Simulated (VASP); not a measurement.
# La2Os (P-3m1) in VASP: notebook

La2Os is run at these levels: r2SCAN, PBE; tasks: single point, relaxation of cell and atoms.

Everything below comes from runs of VASP 6.6.1. Logs are shortened: lines on timing, memory, paths and dates and some standing lists are left out, and cuts for length are marked.

### 1 The cell of the first run

Symmetry: P-3m1, No. 164, trigonal system. The conventional cell has a = 4.256 Å, b = 4.256 Å, c = 6.515 Å, α = 90.00°, β = 90.00°, γ = 120.00°. La (site symmetry 3m) has 3 Os at 2.86 Å within 3.8 Å. Os (site symmetry -3m) has 6 La at 2.86 Å within 3.8 Å.

### 2 Single point, r2SCAN

POSCAR

```
La2Os
1.0
    4.2560972022      0.0000000000      0.0000000000
   -2.1280486011      3.6858882981      0.0000000000
    0.0000000000      0.0000000000      6.5150012000
La Os
2 1
Direct
    0.3333333333      0.6666666667      0.2240890000
    0.6666666667      0.3333333333      0.7759110000
    0.0000000000      0.0000000000      0.0000000000
```

INCAR.step1

```
SYSTEM = La2Os
ALGO = Normal
EDIFF = 1E-4
ENCUT = 520
GGA = PE
ISMEAR = 0
LASPH = .TRUE.
LCHARG = .FALSE.
LREAL = .FALSE.
LWAVE = .TRUE.
NBANDS = 22
NELM = 60
PREC = Accurate
SIGMA = 0.1
```

INCAR.step2

```
SYSTEM = La2Os
ALGO = Normal
EDIFF = 1E-6
ENCUT = 520
ISIF = 2
ISMEAR = 0
ISTART = 1
LASPH = .TRUE.
LCHARG = .FALSE.
LMIXTAU = .TRUE.
LREAL = .FALSE.
LWAVE = .FALSE.
METAGGA = R2SCAN
NBANDS = 22
NELM = 60
PREC = Accurate
SIGMA = 0.1
```

KPOINTS

```
k-points
0
G
  12 12 8
  0 0 0
```

Potentials or basis: VASP PAW PBE potentials, release 64 (La, Os).

Run with:

```sh
$ cat potpaw_PBE.64/La/POTCAR potpaw_PBE.64/Os/POTCAR > POTCAR
$ cp INCAR.step1 INCAR
$ mpirun -np 1 vasp_std > vasp.out
$ cp INCAR.step2 INCAR
$ mpirun -np 1 vasp_std > vasp.out
```

OUTCAR:

```text
SYSTEM = La2Os
   EDIFF = 1E-6
   ENCUT = 520
   ISIF = 2
   ISMEAR = 0
   ISTART = 1
   LASPH = .TRUE.
   LREAL = .FALSE.
   METAGGA = R2SCAN
   NELM = 60
   PREC = Accurate

 ion  position               nearest neighbor table
   1  0.333  0.667  0.224-   3 2.86   3 2.86   3 2.86
   2  0.667  0.333  0.776-   3 2.86   3 2.86   3 2.86
   3  0.000  0.000  0.000-   1 2.86   2 2.86   2 2.86   1 2.86   2 2.86   1 2.86

  LATTYP: Found a hexagonal cell.
 ALAT       =     4.2560972022
 C/A-ratio  =     1.5307453967

  Lattice vectors:

 A1 = (   4.2560972022,   0.0000000000,   0.0000000000)
 A2 = (  -2.1280486011,   3.6858882981,   0.0000000000)
 A3 = (   0.0000000000,   0.0000000000,   6.5150012000)

Analysis of symmetry for initial positions (statically):
=====================================================================
 Subroutine PRICEL returns:
 Original cell was already a primitive cell.

 Routine SETGRP: Setting up the symmetry group for a
 hexagonal supercell.

 Subroutine GETGRP returns: Found 12 space group operations
 (whereof 12 operations were pure point group operations)
 out of a pool of 24 trial point group operations.

The static configuration has the point symmetry D_3d.

Analysis of symmetry for dynamics (positions and initial velocities):
=====================================================================
 Subroutine PRICEL returns:
 Original cell was already a primitive cell.

 Routine SETGRP: Setting up the symmetry group for a
 hexagonal supercell.

 Subroutine GETGRP returns: Found 12 space group operations
 (whereof 12 operations were pure point group operations)
 out of a pool of 24 trial point group operations.

The dynamic configuration has the point symmetry D_3d.

 Subroutine INISYM returns: Found 12 space group operations
 (whereof 12 operations are pure point group operations),
 and found     1 'primitive' translations

----------------------------------------------------------------------------------------

                                     Primitive cell

  volume of cell :     102.2041

  direct lattice vectors                    reciprocal lattice vectors
     4.256097202  0.000000000  0.000000000     0.234957040  0.135652510  0.000000000
    -2.128048601  3.685888298  0.000000000     0.000000000  0.271305020  0.000000000
     0.000000000  0.000000000  6.515001200     0.000000000  0.000000000  0.153491913

  length of vectors
     4.256097202  4.256097202  6.515001200     0.271305020  0.271305020  0.153491913

  position of ions in fractional coordinates (direct lattice)
     0.333333333  0.666666667  0.224089000
     0.666666667  0.333333333  0.775911000
     0.000000000  0.000000000  0.000000000

  ion indices of the primitive-cell ions
   primitive index   ion index
                 1           1
                 2           2
                 3           3

----------------------------------------------------------------------------------------

 KPOINTS: k-points

Automatic generation of k-mesh.
 Grid dimensions read from file:
 generate k-points for:   12   12    8

 Generating k-lattice:

  Cartesian coordinates                     Fractional coordinates (reciprocal lattice)
     0.019579753  0.011304376  0.000000000     0.083333333  0.000000000  0.000000000
     0.000000000  0.022608752  0.000000000     0.000000000  0.083333333  0.000000000
     0.000000000  0.000000000  0.019186489     0.000000000  0.000000000  0.125000000

  Length of vectors
     0.022608752  0.022608752  0.019186489

  Shift w.r.t. Gamma in fractional coordinates (k-lattice)
     0.000000000  0.000000000  0.000000000

 Subroutine IBZKPT returns following result:
 ===========================================

 Found    131 irreducible k-points:

 Following reciprocal coordinates:
            Coordinates               Weight
  0.000000  0.000000  0.000000      1.000000
  0.083333  0.000000  0.000000      6.000000
  0.166667  0.000000  0.000000      6.000000
  0.250000  0.000000  0.000000      6.000000
  0.333333  0.000000  0.000000      6.000000
  0.416667  0.000000  0.000000      6.000000
[... 16 lines left out ...]
  0.166667  0.000000  0.125000      6.000000
  0.000000  0.166667  0.125000      6.000000
 [... further k-points ...]
   k-points           NKPTS =    131   k-points in BZ     NKDIM =    131   number of bands    NBANDS=     22
   number of dos      NEDOS =    301   number of ions     NIONS =      3
   total plane-waves  NPLWV =  49152
   dimension x,y,z NGX =    32 NGY =   32 NGZ =   48
   dimension x,y,z NGXF=    64 NGYF=   64 NGZF=   96
   ions per type =               2   1
   NGX,Y,Z   is equivalent  to a cutoff of  12.50, 12.50, 12.25 a.u.
   NGXF,Y,Z  is equivalent  to a cutoff of  25.00, 25.00, 24.50 a.u.
 SYSTEM =  La2Os
   PREC   = accura    normal or accurate (medium, high low for compatibility)
   ISTART =      1    job   : 0-new  1-cont  2-samecut
   ICHARG =      0    charge: 1-file 2-atom 10-const
   ISPIN  =      1    spin polarized calculation?
   LNONCOLLINEAR =      F non collinear calculations
   LSORBIT =      F    spin-orbit coupling
   LASPH  =      T    aspherical Exc in radial PAW
   ENCUT  =  520.0 eV  38.22 Ry    6.18 a.u.   7.91  7.91 12.11*2*pi/ulx,y,z
   NELM   =     60;   NELMIN=  2; NELMDL=  0     # of ELM steps
   EDIFF  = 0.1E-05   stopping-criterion for ELM
   LREAL  =      F    real-space projection
   EDIFFG = 0.1E-04   stopping-criterion for IOM
   NSW    =      0    number of steps for IOM
   IBRION =     -1    ionic relax: 0-MD 1-quasi-New 2-CG
   NFREE  =      0    steps in history (QN), initial steepest desc. (CG)
   ISIF   =      2    stress and relaxation
   ISYM   =      2    0-nonsym 1-usesym 2-fastsym
   POTIM  = 0.5000    time-step for ionic-motion
   TEBEG  =    0.0;   TEEND  =   0.0 temperature during run
   PSTRESS=    0.0 pullay stress
   NELECT =      30.0000    total number of electrons
   NUPDOWN=      -1.0000    fix difference up-down
   EMIN   =  10.00;   EMAX   =-10.00  energy-range for DOS
   EFERMI =   0.00;   METHOD = LEGACY
   ISMEAR =     0;   SIGMA  =   0.10  broadening in eV -4-tet -1-fermi 0-gaus
   EFERMI_NEDOS =   21; number of points for ismear=-14 and -15
   IALGO  =     38    algorithm
   IMIX   =      4    mixing-type and parameters
     AMIX     =   0.40;   BMIX     =  1.00
     AMIX_MAG =   1.60;   BMIX_MAG =  1.00
  volume/ion in A,a.u.               =      34.07       229.90
  Fermi-wavevector in a.u.,A,eV,Ry     =   1.087992  2.056007 16.105589  1.183727
  Thomas-Fermi vector in A             =   2.224164
   LORBIT       =      0    0 simple, 1 ext, 2 COOP (PROOUT), +10 PAW based schemes
   METAGGA = R2SCAN    functional components
   LHFCALC =     F    Hartree Fock is set to
   AEXX    =    0.0000 exact exchange contribution
   IVDW    =     0    specifies the selected vdW correction
   LEPSILON=     F    determine dielectric tensor
   LRPA    =     F    only Hartree local field effects (RPA)
 non-spin polarized calculation
 Gauss-broadening in eV      SIGMA  =   0.10
  energy-cutoff  :      520.00
  volume of cell :      102.20
 maximum number of plane-waves:      2781
   NGX = 15   NGY = 15   NGZ = 25

 number of electron      29.9999997 magnetization

 Free energy of the ion-electron system (eV)
  ---------------------------------------------------
  ext. energy  EPLUGINS =         0.00000000
  ---------------------------------------------------
  free energy    TOTEN  =      -112.85599206 eV

  energy without entropy =     -112.84969002  energy(sigma->0) =     -112.85284104

 E-fermi :   6.3876     XC(G=0):  -9.9919

 val. band max:        6.3745282898   @ k =   0.0833   0.0833   0.1250
 cond. band min:       6.4004113545   @ k =   0.0000   0.2500   0.2500
 fundamental gap:      0.0258830648
 Fermi energy:         6.3875973526

 k-point     1 :       0.0000    0.0000    0.0000
  band No.  band energies     occupation
      1     -27.1141      2.00000
      2     -26.9960      2.00000
      3     -10.9885      2.00000
      4     -10.4007      2.00000
      5     -10.4007      2.00000
      6     -10.1462      2.00000
[... 14 lines left out ...]
     21       9.0279      0.00000
     22       9.0320      0.00000

 k-point     2 :       0.0833    0.0000    0.0000
  band No.  band energies     occupation
      1     -27.1094      2.00000
      2     -26.9963      2.00000
      3     -10.9729      2.00000
      4     -10.4235      2.00000
      5     -10.4026      2.00000
      6     -10.1789      2.00000
[... 14 lines left out ...]
     21       8.9835      0.00000
     22       9.0253      0.00000

 k-point     3 :       0.1667    0.0000    0.0000
  band No.  band energies     occupation
      1     -27.0966      2.00000
      2     -26.9973      2.00000
      3     -10.9299      2.00000
      4     -10.4804      2.00000
      5     -10.4071      2.00000
      6     -10.2763      2.00000
[... 14 lines left out ...]
     21       8.9950      0.00000
     22       9.0339      0.00000

 k-point     4 :       0.2500    0.0000    0.0000
  band No.  band energies     occupation
      1     -27.0783      2.00000
      2     -26.9994      2.00000
      3     -10.8718      2.00000
      4     -10.5571      2.00000
      5     -10.4123      2.00000
      6     -10.3858      2.00000
[... 14 lines left out ...]
     21       8.9412      0.00000
     22       9.0983      0.00000

 k-point     5 :       0.3333    0.0000    0.0000
  band No.  band energies     occupation
      1     -27.0582      2.00000
      2     -27.0031      2.00000
      3     -10.8240      2.00000
      4     -10.6397      2.00000
      5     -10.4499      2.00000
      6     -10.4157      2.00000
[... 14 lines left out ...]
     21       9.0130      0.00000
     22       9.1466      0.00000

 k-point     6 :       0.4167    0.0000    0.0000
  band No.  band energies     occupation
      1     -27.0405      2.00000
      2     -27.0088      2.00000
      3     -10.8234      2.00000
      4     -10.6802      2.00000
      5     -10.4498      2.00000
      6     -10.4163      2.00000
[... 14 lines left out ...]
     21       9.0794      0.00000
     22       9.1677      0.00000

 k-point     7 :       0.5000    0.0000    0.0000
  band No.  band energies     occupation
      1     -27.0314      2.00000
      2     -27.0135      2.00000
      3     -10.8376      2.00000
      4     -10.6841      2.00000
      5     -10.4165      2.00000
      6     -10.4159      2.00000
[... 324 lines left out ...]
      6     -10.1710      2.00000
[... 14 lines left out ...]
     21       9.0256      0.00000
     22       9.0257      0.00000

 k-point    21 :       0.0833    0.0000    0.1250
  band No.  band energies     occupation
      1     -27.1073      2.00000
      2     -26.9985      2.00000
      3     -10.9538      2.00000
      4     -10.4251      2.00000
      5     -10.3970      2.00000
      6     -10.1907      2.00000
[... 14 lines left out ...]
     21       8.9528      0.00000
     22       9.0298      0.00000

 k-point    22 :       0.0000    0.0833    0.1250
  band No.  band energies     occupation
      1     -27.1074      2.00000
      2     -26.9985      2.00000
      3     -10.9544      2.00000
      4     -10.4203      2.00000
      5     -10.4020      2.00000
      6     -10.1969      2.00000
[... 14 lines left out ...]
     21       9.0217      0.00000
     22       9.0270      0.00000

 k-point    23 :       0.1667    0.0000    0.1250
  band No.  band energies     occupation
      1     -27.0946      2.00000
      2     -26.9994      2.00000
      3     -10.9134      2.00000
      4     -10.4891      2.00000
      5     -10.3992      2.00000
      6     -10.2742      2.00000
[... 14 lines left out ...]
     21       8.9176      0.00000
     22       9.0429      0.00000

 k-point    24 :       0.0000    0.1667    0.1250
  band No.  band energies     occupation
      1     -27.0948      2.00000
      2     -26.9992      2.00000
      3     -10.9183      2.00000
      4     -10.4776      2.00000
      5     -10.4086      2.00000
      6     -10.2920      2.00000
[... 14 lines left out ...]
     21       8.9755      0.00000
     22       9.0560      0.00000

 [... further k-points ...]

------------------------ aborting loop because EDIFF is reached ----------------------------------------

  FORCE on cell =-STRESS in cart. coord.  units (eV):
  Direction    XX          YY          ZZ          XY          YZ          ZX
  --------------------------------------------------------------------------------------
  -------------------------------------------------------------------------------------
  Total       -0.3954101     -0.3954101     -0.3675490      0.0000000      0.0000000      0.0000000
  in kB       -6.1985508     -6.1985508     -5.7617923      0.0000000      0.0000000      0.0000000
  external PRESSURE =      -6.0529647 kB  Pullay stress =       0.0000000 kB

 VOLUME and BASIS-vectors are now :
 -----------------------------------------------------------------------------
  energy-cutoff  :      520.00
  volume of cell :      102.20
      direct lattice vectors                 reciprocal lattice vectors
     4.256097202  0.000000000  0.000000000     0.234957040  0.135652510  0.000000000
    -2.128048601  3.685888298  0.000000000     0.000000000  0.271305020  0.000000000
     0.000000000  0.000000000  6.515001200     0.000000000  0.000000000  0.153491913

 POSITION                                       TOTAL-FORCE (eV/Angst)
 -----------------------------------------------------------------------------------
     -0.00000      2.45726      1.45994        -0.000000      0.000000     -0.144615
      2.12805      1.22863      5.05506         0.000000     -0.000000      0.144615
      0.00000      0.00000      0.00000        -0.000000      0.000000      0.000000
 -----------------------------------------------------------------------------------
    total drift:                                0.000000     -0.000000      0.000000

  FREE ENERGIE OF THE ION-ELECTRON SYSTEM (eV)
  ---------------------------------------------------
  free  energy   TOTEN  =      -112.8559920618 eV

  energy  without entropy=     -112.8496900197  energy(sigma->0) =     -112.85284104
```

Wall time 15 min (1 thread of Intel Xeon 6975P-C, shared host); peak memory 0.49 GiB.

What came out:

| Quantity | Value |
| --- | --- |
| Free energy | -112.8560 eV |
| Pressure | -0.6 GPa |
| Largest force | 0.145 eV/Å |
| Band gap on the k mesh | zero (band 15 reaches 7.54 eV, above the bottom of band 16 at 6.18 eV) |

Forces on the atoms (eV/Å):
```
La   0.000  0.000 -0.145
La   0.000  0.000  0.145
Os   0.000  0.000  0.000
```

Caveat: the PAW data sets were made with another functional, which shifts forces and pressure a little; spin-orbit coupling is left out, which moves the levels of the heavy elements.

### 3 Relaxation of cell and atoms, PBE

INCAR

```
ALGO     = Fast           # electronic algorithm
EDIFF    = 1E-6           # SCF threshold, eV
EDIFFG   = -0.01          # ionic threshold
ENCUT    = 600            # plane-wave cutoff, eV
GGA      = PE             # functional
IBRION   = 2              # ionic algorithm
ISIF     = 3              # what is computed and relaxed
ISMEAR   = 0              # smearing method
LASPH    = True           # aspherical terms in the spheres
LCHARG   = False          # write CHGCAR
LREAL    = False          # projectors in reciprocal space
LWAVE    = False          # write WAVECAR
NELM     = 60             # most SCF steps
NSW      = 100            # ionic steps
PREC     = Accurate       # precision mode
SIGMA    = 0.1            # smearing width, eV
```

KPOINTS

```
k-points
0
Gamma
  12 12 8
```

POSCAR

```
La2Os
1.0
    4.2560972000      0.0000000000      0.0000000000
   -2.1280486000      3.6858883000      0.0000000000
    0.0000000000      0.0000000000      6.5150012000
La Os
2 1
Direct
    0.3333333000      0.6666667000      0.2240890000
    0.6666667000      0.3333333000      0.7759110000
    0.0000000000      0.0000000000      0.0000000000
```

Potentials or basis: VASP PAW PBE potentials, release 64 (La, Os).

Run with:

```sh
$ cat potpaw_PBE.64/La/POTCAR potpaw_PBE.64/Os/POTCAR > POTCAR
$ mpirun -np 1 vasp_std > vasp.out
```

Wall time 25 min (1 thread of Intel Xeon 6975P-C, shared host); peak memory 0.56 GiB.

The run converged. Its results:

| Quantity | Value |
| --- | --- |
| Free energy | -21.2666 eV |
| Relaxed volume | 34.12 Å³/atom |
| Relaxed cell | a = 4.258 Å, b = 4.258 Å, c = 6.518 Å, α = 90.00°, β = 90.00°, γ = 120.00° |
| Space group after relaxing (to 0.05 Å) | P-3m1 (No. 164) |
| Energy gained by relaxing | 0.0 meV/atom |
| Ionic steps | 3 |
| Pressure after relaxing | 0.0 GPa |
| Band gap on the k mesh | zero (band 15 reaches 7.34 eV, above the bottom of band 16 at 6.12 eV) |

Final structure:
```yaml
crystal:
  lattice:
    - [4.25825, 0.00000, 0.00000]
    - [-2.12912, 3.68775, 0.00000]
    - [0.00000, 0.00000, 6.51827]
  atoms:
    - { symbol: La, position: [0.33333, 0.66667, 0.22418] }
    - { symbol: La, position: [0.66667, 0.33333, 0.77582] }
    - { symbol: Os, position: [0.00000, 0.00000, 0.00000] }
```

Levels at points of the mesh, in eV from the Fermi level:
| k point | band 13 | band 14 | band 15 | band 16 | band 17 | band 18 |
| --- | --- | --- | --- | --- | --- | --- |
| (0.00, 0.00, 0.00) | -1.76 | -1.71 | -1.35 | 0.75 | 1.09 | 1.09 |
| (0.50, 0.00, 0.00) | -0.99 | -0.94 | -0.85 | 0.87 | 0.93 | 1.36 |
| (0.00, 0.00, 0.50) | -1.70 | -1.64 | -1.64 | 0.33 | 0.97 | 0.97 |
| (0.50, 0.00, 0.50) | -1.07 | -0.94 | -0.85 | 0.44 | 1.21 | 1.48 |

Caveat: spin-orbit coupling is left out, which moves the levels of the heavy elements.
